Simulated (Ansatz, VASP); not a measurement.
One calculation of Mg, two programs

Contents of INCAR:

```
SYSTEM = Mg
PREC = Accurate
ENCUT = 520
EDIFF = 1E-7
ISMEAR = 0
SIGMA = 0.15
LREAL = .False.
LASPH = .True.
NELM = 100
ALGO = Fast
ISIF = 2
LWAVE = .False.
LCHARG = .False.
GGA = PE
NBANDS = 9
```

Contents of KPOINTS:

```
regular mesh
0
Gamma
  18 18 10
  0 0 0
```

File POSCAR:

```
Mg
1.0
    3.2092715325      0.0000000000      0.0000000000
   -1.6046357662      2.7793106748      0.0000000000
    0.0000000000      0.0000000000      5.2103300000
Mg
2
Direct
    0.3441792904      0.8285773174      0.2500000000
    0.6666666667      0.3333333333      0.7500000000
```

Input for Ansatz:

```yaml
crystal:
  lattice:
    - [3.2092715325, 0.0, 0.0]
    - [-1.6046357662, 2.7793106748, 0.0]
    - [0.0, 0.0, 5.21033]
  atoms:
    - { symbol: Mg, position: [0.3441792904, 0.8285773174, 0.25] }
    - { symbol: Mg, position: [0.6666666667, 0.3333333333, 0.75] }
basis:
  ecutwfc: 420
kpoints:
  mp_grid: { grid: [18, 18, 10] }
hamiltonian:
  xc: pbe
scf:
  occupations: { method: gaussian, width: 0.15 }
output:
  forces: true
  stress: true
  eigenvalues: true
```

Alike in both runs: task single point; functional PBE; k mesh 18 × 18 × 10; occupations gaussian, width 0.15 eV; no spin polarisation.

```csv
,VASP,Ansatz
version,VASP 6.6.1,Ansatz 0.2.0
potentials or method,"VASP PAW PBE potentials, release 64 (Mg), cutoff 520 eV","scalar-relativistic, plane waves, PAW"
valence electrons in the cell,4,20
```

```csv
,VASP,Ansatz,Ansatz less VASP
gap on the k mesh at the Fermi level (eV),none,none,-
pressure (GPa),0.0,0.1,+0.12
"traceless stress, the component that is largest in VASP (GPa)",-1.49,-1.49,-0.002
rms of the force components (eV/Å),0.208,0.208,-0.0003
```

Atom by atom the forces differ by 0.000 eV/Å (rms over components). A gap of «none» marks a metal or a gap that the smearing closes. The functional is the same, so the differences come from potentials, cutoffs and numerics. VASP's potentials hold 4 valence electrons a cell and Ansatz's 20, so a difference there can come from the potentials and not from the codes.
